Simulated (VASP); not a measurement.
Runs of VASP 6.6.1 on ZrS. It takes space group Fm-3m (No. 225, cubic). Conventional cell: a = 5.250 Å, b = 5.250 Å, c = 5.250 Å, α = 90.00°, β = 90.00°, γ = 90.00°. Zr (site symmetry m-3m) has 6 S at 2.62 Å within 3.5 Å. Within 3.5 Å of S (site symmetry m-3m) lie 6 Zr at 2.62 Å. 

| task | level | potentials or basis | cell | k mesh | cutoff (eV) | gap on the mesh (eV) | pressure (GPa) | relaxed volume (Å³/atom) |
| --- | --- | --- | --- | --- | --- | --- | --- | --- |
| relaxation of cell and atoms | LDA | VASP PAW LDA potentials, release 64 (Zr_sv, S) | relaxed | 14 × 14 × 14 | 600 | - | 0.0 | 16.94 |
| single point | r2SCAN | VASP PAW PBE potentials, release 64 (Zr_sv, S) | as given | 18 × 18 × 18 | 520 | none | -2.0 | - |
| relaxation of cell and atoms | PBEsol | VASP PAW PBE potentials, release 64 (Zr_sv, S) | relaxed | 14 × 14 × 14 | 600 | - | -0.1 | 17.28 |
| single point | r2SCAN | VASP PAW PBE potentials, release 64 (Zr_sv, S) | as given | 22 × 22 × 22 | 520 | none | -2.0 | - |
| relaxation of cell and atoms | r2SCAN | VASP PAW PBE potentials, release 64 (Zr_sv, S) | relaxed | 8 × 8 × 8 | 600 | - | 0.0 | (a) |
| single point | r2SCAN | VASP PAW PBE potentials, release 64 (Zr_sv, S) | as given | 20 × 20 × 20 | 520 | none | -2.0 | - |
| single point | r2SCAN | VASP PAW PBE potentials, release 64 (Zr_sv, S) | as given | 8 × 8 × 8, shifted | 520 | none | -2.0 | - |
| relaxation of cell and atoms | r2SCAN | VASP PAW PBE potentials, release 64 (Zr_sv, S) | relaxed | 14 × 14 × 14 | 600 | - | 0.0 | 17.83 |

Alike in all rows: no spin polarisation; smearing gaussian 0.1 eV.

Estimate the missing entries.

(a) 17.81.

Caveats: the PAW data sets were made with another functional, which shifts forces and pressure a little (at least some runs); the highest band is partly filled, so the run has too few bands (at least some runs).

A k mesh can miss the band edges, and the runs leave out spin-orbit coupling on Zr.

A gap of «none» marks levels without a gap at the run's occupations.
